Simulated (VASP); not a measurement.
# As (Cmce) in VASP: notebook, part 2 of 2

VASP 6.6.1.

### Step 3. Single point, PBE (21.72 Å³/atom)

This run uses another cell than the first one, of 21.72 Å³/atom.

Input file INCAR:

```
SYSTEM = As
ALGO     = Normal         ! electronic algorithm
EDIFF    = 1E-6           ! SCF threshold, eV
ENCUT    = 500            ! plane-wave cutoff, eV
GGA      = PE             ! functional
GGA_COMPAT= .FALSE.      
ISIF     = 2              ! what is computed and relaxed
ISMEAR   = -1             ! smearing method
LASPH    = .TRUE.         ! aspherical terms in the spheres
LCHARG   = .FALSE.        ! write CHGCAR
LREAL    = .FALSE.        ! projectors in reciprocal space
LWAVE    = .FALSE.        ! write WAVECAR
NBANDS   = 18             ! bands
NELM     = 120            ! most SCF steps
PREC     = Accurate       ! precision mode
SIGMA    = 0.1            ! smearing width, eV
```

Input file KPOINTS:

```
k-points
0
G
  10 10 8
  0 0 0
```

Input file POSCAR:

```
As
1.0
    1.7754418635     -5.4682188214      0.0000000000
    1.7754418635      5.4682188214      0.0000000000
    0.0000000000      0.0000000000      4.4743342333
As
4
Direct
    0.1059894032      0.8940105968      0.9312775131
    0.6059894032      0.3940105968      0.5687224869
    0.8940105968      0.1059894032      0.0687224869
    0.3940105968      0.6059894032      0.4312775131
```

Potentials or basis: VASP PAW PBE potentials, release 64 (As).

Command:

```
cat potpaw_PBE.64/As/POTCAR > POTCAR
mpirun -np 1 vasp_std > vasp.out
```

OUTCAR:

```text
SYSTEM = As
   EDIFF = 1E-6
   ENCUT = 500
   GGA = PE
   ISIF = 2
   ISMEAR = -1
   LASPH = .TRUE.
   LREAL = .FALSE.
   NELM = 120
   PREC = Accurate

 ion  position               nearest neighbor table
   1  0.106  0.894  0.931-   3 2.40   2 2.40   2 2.40
   2  0.606  0.394  0.569-   4 2.40   1 2.40   1 2.40
   3  0.894  0.106  0.069-   1 2.40   4 2.40   4 2.40
   4  0.394  0.606  0.431-   2 2.40   3 2.40   3 2.40

  LATTYP: Found a base centered orthorhombic cell.
 ALAT       =     3.5508837270
 B/A-ratio  =     3.0799199533
 C/A-ratio  =     1.2600621640

  Lattice vectors:

 A1 = (   1.7754418635,  -5.4682188214,   0.0000000000)
 A2 = (   1.7754418635,   5.4682188214,   0.0000000000)
 A3 = (   0.0000000000,   0.0000000000,   4.4743342333)

Analysis of symmetry for initial positions (statically):
=====================================================================
 Subroutine PRICEL returns:
 Original cell was already a primitive cell.

 Routine SETGRP: Setting up the symmetry group for a
 base centered orthorhombic supercell.

 Subroutine GETGRP returns: Found  8 space group operations
 (whereof  4 operations were pure point group operations)
 out of a pool of  8 trial point group operations.
[... 173 lines left out ...]
 fundamental gap:      0.0353136358
 Fermi energy:         5.3035414562

 k-point     1 :       0.0000    0.0000    0.0000
  band No.  band energies     occupation
      1     -10.2672      2.00000
      2      -7.3784      2.00000
      3      -4.4887      2.00000
      4      -1.1875      2.00000
      5      -0.5235      2.00000
      6       0.6726      2.00000
[... 481 lines left out ...]
      5       0.3692      2.00000
      6       0.8226      2.00000
[... 10 lines left out ...]
     17      12.1515      0.00000
     18      12.4277      0.00000

 [... further k-points ...]

------------------------ aborting loop because EDIFF is reached ----------------------------------------

  FORCE on cell =-STRESS in cart. coord.  units (eV):
  Direction    XX          YY          ZZ          XY          YZ          ZX
  --------------------------------------------------------------------------------------
  -------------------------------------------------------------------------------------
  Total        6.1028415      5.3980363      5.3208601      0.0000000      0.0000000      0.0000000
  in kB      112.5464790     99.5487061     98.1254503      0.0000000      0.0000000      0.0000000
  external PRESSURE =     103.4068785 kB  Pullay stress =       0.0000000 kB

 VOLUME and BASIS-vectors are now :
 -----------------------------------------------------------------------------
  energy-cutoff  :      500.00
  volume of cell :       86.88
      direct lattice vectors                 reciprocal lattice vectors
     1.775441863 -5.468218821  0.000000000     0.281620035 -0.091437453  0.000000000
     1.775441863  5.468218821  0.000000000     0.281620035  0.091437453  0.000000000
     0.000000000  0.000000000  4.474334233     0.000000000  0.000000000  0.223496938

 POSITION                                       TOTAL-FORCE (eV/Angst)
 -----------------------------------------------------------------------------------
      1.77544      4.30907      4.16685         0.000000     -0.963482      0.808326
      1.77544     -1.15915      2.54465         0.000000     -0.963482     -0.808326
      1.77544     -4.30907      0.30749         0.000000      0.963482     -0.808326
      1.77544      1.15915      1.92968         0.000000      0.963482      0.808326
 -----------------------------------------------------------------------------------
    total drift:                               -0.000000     -0.000000      0.000000

  FREE ENERGIE OF THE ION-ELECTRON SYSTEM (eV)
  ---------------------------------------------------
  free  energy   TOTEN  =       -18.2604411095 eV

  energy  without entropy=      -18.2517266975  energy(sigma->0) =      -18.25608390
```

OSZICAR:

```text
N       E                     dE             d eps       ncg     rms          rms(c)
DAV:   1     0.671339464505E+02    0.67134E+02   -0.77110E+03  5580   0.897E+02
DAV:   2    -0.139478435557E+02   -0.81082E+02   -0.77960E+02  7634   0.143E+02
DAV:   3    -0.183225729576E+02   -0.43747E+01   -0.43446E+01  6934   0.345E+01
DAV:   4    -0.183542358675E+02   -0.31663E-01   -0.31643E-01  6776   0.330E+00
DAV:   5    -0.183543835110E+02   -0.14764E-03   -0.14763E-03  6652   0.239E-01    0.549E+00
DAV:   6    -0.182904325460E+02    0.63951E-01   -0.29299E-02  6344   0.889E-01    0.331E+00
DAV:   7    -0.182602531863E+02    0.30179E-01   -0.59650E-02  6076   0.130E+00    0.138E-01
DAV:   8    -0.182603167350E+02   -0.63549E-04   -0.20596E-03  6058   0.242E-01    0.596E-02
DAV:   9    -0.182604338158E+02   -0.11708E-03   -0.25283E-04  6802   0.835E-02    0.235E-02
DAV:  10    -0.182604382086E+02   -0.43928E-05   -0.74496E-06  6404   0.169E-02    0.979E-03
DAV:  11    -0.182604408653E+02   -0.26567E-05   -0.52321E-06  6166   0.146E-02    0.131E-03
DAV:  12    -0.182604411095E+02   -0.24417E-06   -0.13759E-07  3282   0.203E-03
   1 F= -.18260441E+02 E0= -.18256084E+02  d E =-.871441E-02
```

It took 2 min on 1 thread of Intel Xeon Platinum 8559C (Emerald Rapids), shared host; peak memory 0.35 GiB.

What came out:

* Free energy: -18.2604 eV
* Pressure: 10.3 GPa
* Largest force: 1.258 eV/Å
* Band gap on the k mesh: zero (bands 10 and 11 overlap by 0.03 eV)

Forces on the atoms (eV/Å):
```
As   0.000 -0.963  0.808
As   0.000 -0.963 -0.808
As   0.000  0.963 -0.808
As   0.000  0.963  0.808
```

Levels at points of the mesh, in eV from the Fermi level:
| k point | band 6 | band 7 | band 8 | band 9 | band 10 | band 11 | band 12 | band 13 | band 14 | band 15 |
| --- | --- | --- | --- | --- | --- | --- | --- | --- | --- | --- |
| (0.00, 0.00, 0.00) | -4.63 | -3.49 | -2.51 | -2.06 | -1.16 | 1.51 | 1.62 | 2.25 | 3.32 | 5.22 |
| (0.50, 0.00, 0.00) | -4.45 | -2.91 | -2.91 | -2.61 | -2.61 | 0.87 | 0.87 | 1.11 | 1.11 | 3.35 |
| (0.50, 0.50, 0.00) | -5.09 | -3.77 | -1.71 | -1.59 | -0.26 | 0.17 | 1.46 | 2.26 | 3.03 | 5.21 |
| (0.00, 0.00, 0.50) | -4.59 | -2.45 | -2.45 | -0.90 | -0.90 | 1.12 | 1.12 | 2.40 | 2.40 | 5.15 |
| (0.50, 0.00, 0.50) | -5.69 | -5.07 | -5.07 | -1.96 | -1.96 | 1.93 | 1.93 | 4.51 | 4.51 | 6.40 |
| (0.50, 0.50, 0.50) | -2.54 | -2.24 | -2.24 | -1.39 | -1.39 | 1.45 | 1.45 | 2.05 | 2.05 | 2.88 |

Caveat: the cell stands under pressure; forces of over 1 eV/Å act on the atoms, so gaps and moduli don't describe the material at rest.

The gap in the log of VASP goes by the Fermi energy; the results here count the filled bands.